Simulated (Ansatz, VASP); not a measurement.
**TiC: VASP beside Ansatz**

```xyz
2
Lattice="0.0000 2.1467 2.1467 2.1467 0.0000 2.1467 2.1467 2.1467 0.0000" Properties=species:S:1:pos:R:3 pbc="T T T"
Ti    0.0000    0.0000    0.0000
C     2.1467    2.1467    2.1467
```

Alike in both runs: functional PBEsol; k mesh 16 × 16 × 16; occupations gaussian, width 0.1 eV; no spin polarisation.

Ansatz relaxed the structure, and its values are those at the end. VASP's run is a single point on that final structure, the one shown.

|  | VASP | Ansatz |
| --- | --- | --- |
| version | VASP 6.6.1 | Ansatz 0.2.0 |
| potentials or method | VASP PAW PBE potentials, release 64 (Ti_sv, C), cutoff 520 eV | scalar-relativistic, plane waves, PAW |
| valence electrons in the cell | 16 | 16 |

VASP gave:

| Property | Result |
| --- | --- |
| gap on the k mesh at the Fermi level (eV) | none |
| pressure (GPa) | 0.2 |

Which values does Ansatz return?

gap on the k mesh at the Fermi level (eV): none; pressure (GPa): 0.0.

VASP's potentials were made for PBE, not for PBEsol. A gap of «none» marks a metal or a gap that the smearing closes.
